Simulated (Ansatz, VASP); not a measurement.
**NaHgF3: VASP beside Ansatz**

```
CELL_PARAMETERS angstrom
4.49882 0.00000 0.00000
0.00000 4.49882 0.00000
0.00000 0.00000 4.56630
ATOMIC_POSITIONS crystal
Na 0.00000 0.00000 0.00000
Hg 0.50000 0.50000 0.50000
F 0.50000 0.50000 0.00000
F 0.50000 0.00000 0.50000
F 0.00000 0.50000 0.50000
```

Change from the starting cell: uniaxial_z strain +1.5%.

Alike in both runs: task single point; functional PBE; k mesh 6 × 6 × 6; occupations fermi-dirac, width 0.02 eV; no spin polarisation.

|  | VASP | Ansatz |
| --- | --- | --- |
| version | VASP 6.6.1 | Ansatz 0.2.0 |
| potentials or method | VASP PAW PBE potentials, release 64 (Na_pv, Hg, F) | plane waves, PAW |
| plane-wave cutoff (eV) | 520 | 420 |
| valence electrons in the cell | 40 | 50 |

```csv
,VASP,Ansatz,Ansatz less VASP
pressure (GPa),1.8,1.5,-0.33
"traceless stress, the component that is largest in VASP (GPa)",-0.66,-0.61,+0.056
```

With one functional, cell and mesh, what is left measures potentials, basis and numerics. VASP's potentials hold 40 valence electrons a cell and Ansatz's 50, so a difference there can come from the potentials and not from the codes.

Neither program's run includes spin-orbit coupling.
